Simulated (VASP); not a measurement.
# TiB2 (P6/mmm) in VASP: a series of runs, part 2 of 2

VASP 6.6.1. Earlier steps stand in the parts before.

## Step 3: Single point, PBE

This run uses another cell than the first one, of 7.75 Å³/atom, 1.027 times its volume.

Input file INCAR:

```
SYSTEM = TiB2
  ALGO = Normal
  EDIFF = 1E-6
  ENCUT = 500
  GGA = PE
  GGA_COMPAT = .FALSE.
  ISIF = 2
  ISMEAR = -1
  LASPH = .TRUE.
  LCHARG = .FALSE.
  LREAL = .FALSE.
  LWAVE = .FALSE.
  NBANDS = 16
  NELM = 120
  PREC = Accurate
  SIGMA = 0.15
```

Input file KPOINTS:

```
k-points
0
G
  13 13 10
  0 0 0
```

Input file POSCAR:

```
TiB2
1.0
    2.9465181695      0.0000000000      0.0000000000
   -1.4732590847      2.5517595875      0.0000000000
    0.0000000000      0.0000000000      3.0936289509
Ti B
1 2
Direct
    0.0000000000      0.0000000000      0.0000000000
    0.3333333333      0.6666666667      0.5000000000
    0.6666666667      0.3333333333      0.5000000000
```

Potentials or basis: VASP PAW PBE potentials, release 64 (Ti_sv, B).

Run with:

```
cat potpaw_PBE.64/Ti_sv/POTCAR potpaw_PBE.64/B/POTCAR > POTCAR
mpirun -np 1 vasp_std > vasp.out
```

OUTCAR:

```text
SYSTEM = TiB2
   EDIFF = 1E-6
   ENCUT = 500
   GGA = PE
   ISIF = 2
   ISMEAR = -1
   LASPH = .TRUE.
   LREAL = .FALSE.
   NELM = 120
   PREC = Accurate

 ion  position               nearest neighbor table
   1  0.000  0.000  0.000-   2 2.30   3 2.30   2 2.30   3 2.30   2 2.30   2 2.30   3 2.30   3 2.30
                             3 2.30   3 2.30   2 2.30   2 2.30
   2  0.333  0.667  0.500-   3 1.70   3 1.70   3 1.70   1 2.30   1 2.30   1 2.30   1 2.30   1 2.30
                             1 2.30
   3  0.667  0.333  0.500-   2 1.70   2 1.70   2 1.70   1 2.30   1 2.30   1 2.30   1 2.30   1 2.30
                             1 2.30

  LATTYP: Found a hexagonal cell.
 ALAT       =     2.9465181695
 C/A-ratio  =     1.0499269894

  Lattice vectors:

 A1 = (   2.9465181695,   0.0000000000,   0.0000000000)
 A2 = (  -1.4732590847,   2.5517595875,   0.0000000000)
 A3 = (   0.0000000000,   0.0000000000,   3.0936289509)

Analysis of symmetry for initial positions (statically):
=====================================================================
 Subroutine PRICEL returns:
 Original cell was already a primitive cell.

 Routine SETGRP: Setting up the symmetry group for a
 hexagonal supercell.

 Subroutine GETGRP returns: Found 24 space group operations
 (whereof 24 operations were pure point group operations)
 out of a pool of 24 trial point group operations.

The static configuration has the point symmetry D_6h.

Analysis of symmetry for dynamics (positions and initial velocities):
=====================================================================
 Subroutine PRICEL returns:
 Original cell was already a primitive cell.

 Routine SETGRP: Setting up the symmetry group for a
 hexagonal supercell.

 Subroutine GETGRP returns: Found 24 space group operations
 (whereof 24 operations were pure point group operations)
 out of a pool of 24 trial point group operations.

The dynamic configuration has the point symmetry D_6h.

 Subroutine INISYM returns: Found 24 space group operations
 (whereof 24 operations are pure point group operations),
 and found     1 'primitive' translations

----------------------------------------------------------------------------------------

                                     Primitive cell

  volume of cell :      23.2604

  direct lattice vectors                    reciprocal lattice vectors
     2.946518170  0.000000000  0.000000000     0.339383619  0.195943224  0.000000000
    -1.473259085  2.551759587  0.000000000     0.000000000  0.391886448  0.000000000
     0.000000000  0.000000000  3.093628951     0.000000000  0.000000000  0.323244971

  length of vectors
     2.946518170  2.946518169  3.093628951     0.391886448  0.391886448  0.323244971

  position of ions in fractional coordinates (direct lattice)
     0.000000000  0.000000000  0.000000000
     0.333333333  0.666666667  0.500000000
     0.666666667  0.333333333  0.500000000

  ion indices of the primitive-cell ions
   primitive index   ion index
                 1           1
                 2           2
                 3           3

----------------------------------------------------------------------------------------

 KPOINTS: k-points

Automatic generation of k-mesh.
 Grid dimensions read from file:
 generate k-points for:   13   13   10

 Generating k-lattice:

  Cartesian coordinates                     Fractional coordinates (reciprocal lattice)
     0.026106432  0.015072556  0.000000000     0.076923077  0.000000000  0.000000000
     0.000000000  0.030145111  0.000000000     0.000000000  0.076923077  0.000000000
     0.000000000  0.000000000  0.032324497     0.000000000  0.000000000  0.100000000

  Length of vectors
     0.030145111  0.030145111  0.032324497

  Shift w.r.t. Gamma in fractional coordinates (k-lattice)
     0.000000000  0.000000000  0.000000000

 Subroutine IBZKPT returns following result:
 ===========================================

 Found    126 irreducible k-points:

 Following reciprocal coordinates:
            Coordinates               Weight
  0.000000  0.000000  0.000000      1.000000
  0.076923 -0.000000  0.000000      6.000000
  0.153846 -0.000000  0.000000      6.000000
  0.230769 -0.000000  0.000000      6.000000
  0.307692 -0.000000  0.000000      6.000000
  0.384615 -0.000000  0.000000      6.000000
[... 16 lines left out ...]
  0.076923 -0.000000  0.100000     12.000000
  0.153846 -0.000000  0.100000     12.000000
 [... further k-points ...]
   k-points           NKPTS =    126   k-points in BZ     NKDIM =    126   number of bands    NBANDS=     16
   number of dos      NEDOS =    301   number of ions     NIONS =      3
   total plane-waves  NPLWV =  13824
   dimension x,y,z NGX =    24 NGY =   24 NGZ =   24
   dimension x,y,z NGXF=    48 NGYF=   48 NGZF=   48
   ions per type =               1   2
   NGX,Y,Z   is equivalent  to a cutoff of  13.54, 13.54, 12.90 a.u.
   NGXF,Y,Z  is equivalent  to a cutoff of  27.08, 27.08, 25.79 a.u.
 SYSTEM =  TiB2
   PREC   = accura    normal or accurate (medium, high low for compatibility)
   ISTART =      0    job   : 0-new  1-cont  2-samecut
   ICHARG =      2    charge: 1-file 2-atom 10-const
   ISPIN  =      1    spin polarized calculation?
   LNONCOLLINEAR =      F non collinear calculations
   LSORBIT =      F    spin-orbit coupling
   LASPH  =      T    aspherical Exc in radial PAW
   ENCUT  =  500.0 eV  36.75 Ry    6.06 a.u.   5.37  5.37  5.64*2*pi/ulx,y,z
   NELM   =    120;   NELMIN=  2; NELMDL= -5     # of ELM steps
   EDIFF  = 0.1E-05   stopping-criterion for ELM
   LREAL  =      F    real-space projection
   EDIFFG = 0.1E-04   stopping-criterion for IOM
   NSW    =      0    number of steps for IOM
   IBRION =     -1    ionic relax: 0-MD 1-quasi-New 2-CG
   NFREE  =      0    steps in history (QN), initial steepest desc. (CG)
   ISIF   =      2    stress and relaxation
   ISYM   =      2    0-nonsym 1-usesym 2-fastsym
   POTIM  = 0.5000    time-step for ionic-motion
   TEBEG  =    0.0;   TEEND  =   0.0 temperature during run
   PSTRESS=    0.0 pullay stress
   NELECT =      18.0000    total number of electrons
   NUPDOWN=      -1.0000    fix difference up-down
   EMIN   =  10.00;   EMAX   =-10.00  energy-range for DOS
   EFERMI =   0.00;   METHOD = LEGACY
   ISMEAR =    -1;   SIGMA  =   0.15  broadening in eV -4-tet -1-fermi 0-gaus
   EFERMI_NEDOS =   21; number of points for ismear=-14 and -15
   IALGO  =     38    algorithm
   IMIX   =      4    mixing-type and parameters
     AMIX     =   0.40;   BMIX     =  1.00
     AMIX_MAG =   1.60;   BMIX_MAG =  1.00
  volume/ion in A,a.u.               =       7.75        52.32
  Fermi-wavevector in a.u.,A,eV,Ry     =   1.503003  2.840265 30.735823  2.259019
  Thomas-Fermi vector in A             =   2.614170
   LORBIT       =      0    0 simple, 1 ext, 2 COOP (PROOUT), +10 PAW based schemes
   GGA     = PE    functional components
   LHFCALC =     F    Hartree Fock is set to
   AEXX    =    0.0000 exact exchange contribution
   IVDW    =     0    specifies the selected vdW correction
   LEPSILON=     F    determine dielectric tensor
   LRPA    =     F    only Hartree local field effects (RPA)
 non-spin polarized calculation
  energy-cutoff  :      500.00
  volume of cell :       23.26
 maximum number of plane-waves:       624
 NGX is ok and might be reduce to    24
   NGX = 11   NGY = 11   NGZ = 11

 number of electron      18.0000002 magnetization

 Free energy of the ion-electron system (eV)
  ---------------------------------------------------
  ext. energy  EPLUGINS =         0.00000000
  ---------------------------------------------------
  free energy    TOTEN  =       -24.23000905 eV

  energy without entropy =      -24.20352882  energy(sigma->0) =      -24.21676893

 E-fermi :  11.1095     XC(G=0): -13.2507

 val. band max:       11.0286877844   @ k =   0.2308   0.2308   0.0000
 cond. band min:      11.1188608482   @ k =   0.0769  -0.0000   0.4000
 fundamental gap:      0.0901730638
 Fermi energy:        11.1095399582

 k-point     1 :       0.0000    0.0000    0.0000
  band No.  band energies     occupation
      1     -45.5832      2.00000
      2     -21.9446      2.00000
      3     -21.5839      2.00000
      4     -21.5839      2.00000
      5      -2.9129      2.00000
      6       8.1832      2.00000
[... 8 lines left out ...]
     15      17.2063      0.00000
     16      18.6327      0.00000
[... 419 lines left out ...]
 k-point    24 :       0.1538   -0.0000    0.1000
  band No.  band energies     occupation
      1     -45.5638      2.00000
      2     -21.9541      2.00000
      3     -21.7040      2.00000
      4     -21.6088      2.00000
      5      -2.2874      2.00000
      6       7.0520      2.00000
[... 8 lines left out ...]
     15      19.4986      0.00000
     16      19.7335      0.00000

 [... further k-points ...]
[... 5 lines left out ...]
  --------------------------------------------------------------------------------------
  -------------------------------------------------------------------------------------
  Total        4.3865784      4.3865784      4.3808467      0.0000000     -0.0000000      0.0000000
  in kB      302.1477548    302.1477548    301.7529573      0.0000000     -0.0000000      0.0000000
  external PRESSURE =     302.0161556 kB  Pullay stress =       0.0000000 kB

 VOLUME and BASIS-vectors are now :
 -----------------------------------------------------------------------------
  energy-cutoff  :      500.00
  volume of cell :       23.26
      direct lattice vectors                 reciprocal lattice vectors
     2.946518170  0.000000000  0.000000000     0.339383619  0.195943224  0.000000000
    -1.473259085  2.551759587  0.000000000     0.000000000  0.391886448  0.000000000
     0.000000000  0.000000000  3.093628951     0.000000000  0.000000000  0.323244971

 POSITION                                       TOTAL-FORCE (eV/Angst)
 -----------------------------------------------------------------------------------
      0.00000      0.00000      0.00000        -0.000000      0.000000      0.000000
     -0.00000      1.70117      1.54681         0.000000     -0.000000      0.000000
      1.47326      0.85059      1.54681        -0.000000      0.000000     -0.000000
 -----------------------------------------------------------------------------------
    total drift:                               -0.000000      0.000000      0.000000

  FREE ENERGIE OF THE ION-ELECTRON SYSTEM (eV)
  ---------------------------------------------------
  free  energy   TOTEN  =       -24.2300090482 eV

  energy  without entropy=      -24.2035288182  energy(sigma->0) =      -24.21676893
```

It took 28 s on 1 thread of Intel Xeon 6975P-C, shared host; peak memory 0.17 GiB.

Results:

- Free energy: -24.2300 eV
- Pressure: 30.2 GPa
- Band gap on the k mesh: zero (band 9 reaches 11.42 eV, above the bottom of band 10 at 10.81 eV)

Levels at points of the mesh, in eV from the Fermi level:
```tsv
k point	band 7	band 8	band 9	band 10	band 11	band 12
(0.00, 0.00, 0.00)	-2.93	-2.33	-2.17	2.20	2.20	4.24
(0.00, 0.00, 0.50)	-0.61	-0.61	-0.30	-0.30	0.49	0.49
```

## Step 4: Single point, PBE

This run uses another cell than the first one, of 7.98 Å³/atom, 1.057 times its volume.

Input file INCAR:

```
SYSTEM = TiB2
PREC = Accurate
ENCUT = 500
EDIFF = 1E-6
ISMEAR = -1
SIGMA = 0.15
LREAL = .FALSE.
LASPH = .TRUE.
NELM = 120
ALGO = Normal
ISIF = 2
LWAVE = .FALSE.
LCHARG = .FALSE.
GGA = PE
NBANDS = 16
GGA_COMPAT = .FALSE.
```

Input file KPOINTS:

```
Automatic mesh
0
G
  13 13 10
  0 0 0
```

Input file POSCAR:

```
TiB2
1.0
    2.9717995594      0.0000000000      0.0000000000
   -1.4858997797      2.5736539134      0.0000000000
    0.0000000000      0.0000000000      3.1311765827
Ti B
1 2
Direct
    0.0000000000      0.0000000000      0.0000000000
    0.3333333333      0.6666666667      0.5000000000
    0.6666666667      0.3333333333      0.5000000000
```

Run with:

```
cat potpaw_PBE.64/Ti_sv/POTCAR potpaw_PBE.64/B/POTCAR > POTCAR
mpirun -np 1 vasp_std > vasp.out
```

Wall time 25 s (1 thread of Intel Xeon 6975P-C, shared host); peak memory 0.17 GiB.

Results (log left out):

* Free energy: -24.3382 eV
* Pressure: 20.2 GPa
* Band gap on the k mesh: zero (band 9 reaches 11.09 eV, above the bottom of band 10 at 10.51 eV)

Levels at points of the mesh, in eV from the Fermi level:
```
           k point  band 6  band 7  band 8  band 9  band 10  band 11  band 12  band 13
(0.00, 0.00, 0.00)   -2.83   -2.83   -2.26   -2.21     2.11     2.11     4.06     4.06
(0.00, 0.00, 0.50)   -7.88   -0.60   -0.60   -0.26    -0.26     0.48     0.48     1.96
```

## Step 5: Single point, PBE

This run uses another cell than the first one, of 8.25 Å³/atom, 1.092 times its volume.

Input file INCAR:

```
SYSTEM = TiB2
PREC     = Accurate       ! precision mode
ENCUT    = 500            ! plane-wave cutoff, eV
EDIFF    = 1E-6           ! SCF threshold, eV
ISMEAR   = -1             ! smearing method
SIGMA    = 0.15           ! smearing width, eV
LREAL    = .False.        ! projectors in reciprocal space
LASPH    = .True.         ! aspherical terms in the spheres
NELM     = 120            ! most SCF steps
ALGO     = Normal         ! electronic algorithm
ISIF     = 2              ! what is computed and relaxed
LWAVE    = .False.        ! write WAVECAR
LCHARG   = .False.        ! write CHGCAR
GGA      = PE             ! functional
NBANDS   = 16             ! bands
GGA_COMPAT= .False.
```

Input file KPOINTS:

```
regular mesh
0
Gamma
  13 13 10
  0 0 0
```

Input file POSCAR:

```
TiB2
1.0
    3.0003698445      0.0000000000      0.0000000000
   -1.5001849222      2.5983965061      0.0000000000
    0.0000000000      0.0000000000      3.1741736600
Ti B
1 2
Direct
    0.0000000000      0.0000000000      0.0000000000
    0.3333333333      0.6666666667      0.5000000000
    0.6666666667      0.3333333333      0.5000000000
```

Potentials or basis: VASP PAW PBE potentials, release 64 (Ti_sv, B).

Run with:

```
cat potpaw_PBE.64/Ti_sv/POTCAR potpaw_PBE.64/B/POTCAR > POTCAR
mpirun -np 1 vasp_std > vasp.out
```

OUTCAR:

```text
SYSTEM = TiB2
   PREC = Accurate
   ENCUT = 500
   EDIFF = 1E-6
   ISMEAR = -1
   LREAL = .False.
   LASPH = .True.
   NELM = 120
   ISIF = 2
   GGA = PE

 ion  position               nearest neighbor table
   1  0.000  0.000  0.000-   2 2.35   3 2.35   2 2.35   3 2.35   2 2.35   2 2.35   3 2.35   3 2.35
                             3 2.35   3 2.35   2 2.35   2 2.35
   2  0.333  0.667  0.500-   3 1.73   3 1.73   3 1.73   1 2.35   1 2.35   1 2.35   1 2.35   1 2.35
                             1 2.35
   3  0.667  0.333  0.500-   2 1.73   2 1.73   2 1.73   1 2.35   1 2.35   1 2.35   1 2.35   1 2.35
                             1 2.35

  LATTYP: Found a hexagonal cell.
 ALAT       =     3.0003698445
 C/A-ratio  =     1.0579274638

  Lattice vectors:

 A1 = (   3.0003698445,   0.0000000000,   0.0000000000)
 A2 = (  -1.5001849222,   2.5983965061,   0.0000000000)
 A3 = (   0.0000000000,   0.0000000000,   3.1741736600)

Analysis of symmetry for initial positions (statically):
=====================================================================
 Subroutine PRICEL returns:
 Original cell was already a primitive cell.

 Routine SETGRP: Setting up the symmetry group for a
 hexagonal supercell.

[... 164 lines left out ...]
  free energy    TOTEN  =       -24.41369918 eV

  energy without entropy =      -24.38475561  energy(sigma->0) =      -24.39922740

 E-fermi :  10.3978     XC(G=0): -12.9447

 val. band max:       10.3947629175   @ k =   0.3846   0.1538   0.0000
 cond. band min:      10.4006594718   @ k =   0.0000   0.0000   0.2000
 fundamental gap:      0.0058965544
 Fermi energy:        10.3978364548

 k-point     1 :       0.0000    0.0000    0.0000
  band No.  band energies     occupation
      1     -46.4553      2.00000
      2     -22.8095      2.00000
      3     -22.4825      2.00000
      4     -22.4825      2.00000
      5      -3.2971      2.00000
      6       7.6715      2.00000
[... 433 lines left out ...]
      3     -22.5803      2.00000
      4     -22.5031      2.00000
      5      -2.7060      2.00000
      6       6.5329      2.00000
[... 8 lines left out ...]
     15      18.3919      0.00000
     16      18.6433      0.00000

 [... further k-points ...]
[... 5 lines left out ...]
  --------------------------------------------------------------------------------------
  -------------------------------------------------------------------------------------
  Total        1.5751434      1.5751434      1.5792615      0.0000000      0.0000000      0.0000000
  in kB      101.9811207    101.9811207    102.2477419      0.0000000      0.0000000      0.0000000
  external PRESSURE =     102.0699944 kB  Pullay stress =       0.0000000 kB

 VOLUME and BASIS-vectors are now :
 -----------------------------------------------------------------------------
  energy-cutoff  :      500.00
  volume of cell :       24.75
      direct lattice vectors                 reciprocal lattice vectors
     3.000369845  0.000000000  0.000000000     0.333292245  0.192426367  0.000000000
    -1.500184922  2.598396506  0.000000000     0.000000000  0.384852734  0.000000000
     0.000000000  0.000000000  3.174173660     0.000000000  0.000000000  0.315042624

 POSITION                                       TOTAL-FORCE (eV/Angst)
 -----------------------------------------------------------------------------------
      0.00000      0.00000      0.00000        -0.000000      0.000000     -0.000000
     -0.00000      1.73226      1.58709         0.000000      0.000000      0.000000
      1.50018      0.86613      1.58709        -0.000000      0.000000     -0.000000
 -----------------------------------------------------------------------------------
    total drift:                               -0.000000      0.000000      0.000000

  FREE ENERGIE OF THE ION-ELECTRON SYSTEM (eV)
  ---------------------------------------------------
  free  energy   TOTEN  =       -24.4136991788 eV

  energy  without entropy=      -24.3847556120  energy(sigma->0) =      -24.39922740
```

OSZICAR:

```text
N       E                     dE             d eps       ncg     rms          rms(c)
DAV:   1     0.121980885615E+03    0.12198E+03   -0.88707E+03  4056   0.126E+03
DAV:   2    -0.225617487749E+02   -0.14454E+03   -0.13947E+03  4384   0.341E+02
DAV:   3    -0.294387584318E+02   -0.68770E+01   -0.68241E+01  5728   0.727E+01
DAV:   4    -0.295918327625E+02   -0.15307E+00   -0.15295E+00  4888   0.978E+00
DAV:   5    -0.295963505053E+02   -0.45177E-02   -0.45175E-02  5824   0.137E+00    0.175E+01
DAV:   6    -0.244112578587E+02    0.51851E+01   -0.20028E+01  5784   0.492E+01    0.398E+00
DAV:   7    -0.244093543002E+02    0.19036E-02   -0.98361E-01  4296   0.112E+01    0.356E+00
DAV:   8    -0.244141984292E+02   -0.48441E-02   -0.75104E-02  6552   0.224E+00    0.781E-01
DAV:   9    -0.244140634577E+02    0.13497E-03   -0.26208E-02  4984   0.209E+00    0.238E-01
DAV:  10    -0.244137116163E+02    0.35184E-03   -0.25367E-03  5336   0.625E-01    0.691E-02
DAV:  11    -0.244137119844E+02   -0.36811E-06   -0.31345E-04  5416   0.189E-01    0.664E-02
DAV:  12    -0.244136993415E+02    0.12643E-04   -0.70909E-05  4968   0.107E-01    0.949E-03
DAV:  13    -0.244136991788E+02    0.16275E-06   -0.34195E-06  4768   0.170E-02
   1 F= -.24413699E+02 E0= -.24399227E+02  d E =-.289436E-01
```

It took 28 s on 1 thread of Intel Xeon 6975P-C, shared host; peak memory 0.17 GiB.

What came out:

* Free energy: -24.4137 eV
* Pressure: 10.2 GPa
* Band gap on the k mesh: zero (band 9 reaches 10.72 eV, above the bottom of band 10 at 10.17 eV)

## Step 6: Overview

| cell | gap on the mesh (eV) | pressure (GPa) |
| --- | --- | --- |
| a = 2.924, b = 2.924, c = 3.060 Å, angles 90.0, 90.0, 120.0°, 3 atoms | none | 40.2 |
| a = 2.947, b = 2.947, c = 3.094 Å, angles 90.0, 90.0, 120.0°, 3 atoms | none | 30.2 |
| a = 2.972, b = 2.972, c = 3.131 Å, angles 90.0, 90.0, 120.0°, 3 atoms | none | 20.2 |
| a = 3.000, b = 3.000, c = 3.174 Å, angles 90.0, 90.0, 120.0°, 3 atoms | none | 10.2 |

Alike in all rows: task single point; level PBE; potentials or basis VASP PAW PBE potentials, release 64 (Ti_sv, B); no spin polarisation; k mesh 13 × 13 × 10; cutoff (eV) 500; smearing fermi-dirac 0.15 eV.

Absolute energies hang on the potentials; compare differences alone.
